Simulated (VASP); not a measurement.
Wanted: the native input for a VASP 6.6.1 run.

```yaml
Task: single point
Functional: PBE
Potentials_or_basis: VASP PAW PBE potentials, release 64 (Na_pv)
Cutoff: 500 eV
k_mesh: 15 × 15 × 8
Occupations: fermi-dirac, width 0.1 eV
Spin: no spin polarisation
Dipole_correction: no
Further_INCAR_settings: ALGO = Normal; EDIFF = 1e-06; NBANDS = 14
```

The structure of Na lies in POSCAR:

```
Na
1.0
    2.9653127811      0.0000000000      0.0000000000
   -1.4826563906      2.5680361986      0.0000000000
    0.0000000000      0.0000000000      4.8335277753
Na
2
Direct
    0.3333333333      0.6666666667      0.2500000000
    0.6666666667      0.3333333333      0.7500000000
```

This isn't the form of Na at room conditions, which is bcc.

These files were run (other wordings do the same):

INCAR

```
SYSTEM = Na
PREC = Accurate
ENCUT = 500
EDIFF = 1E-6
ISMEAR = -1
SIGMA = 0.1
LREAL = .FALSE.
LASPH = .TRUE.
NELM = 120
ALGO = Normal
ISIF = 2
LWAVE = .FALSE.
LCHARG = .FALSE.
GGA = PE
NBANDS = 14
GGA_COMPAT = .FALSE.
```

KPOINTS

```
regular mesh
0
G
  15 15 8
  0 0 0
```

Potentials or basis: VASP PAW PBE potentials, release 64 (Na_pv).

Launch:

```console
$ cat potpaw_PBE.64/Na_pv/POTCAR > POTCAR
$ mpirun -np 1 vasp_std > vasp.out
```

It gave:

| Property | Result |
| --- | --- |
| Pressure | 19.9 GPa |
| Band gap on the k mesh | zero (bands 7 and 8 overlap by 6.30 eV) |

Caveat: the cell stands under pressure.

Wall time 47 s on 1 thread of Oxide Virtual Turin-like Processor, with other jobs on the host, peak memory 0.15 GiB.
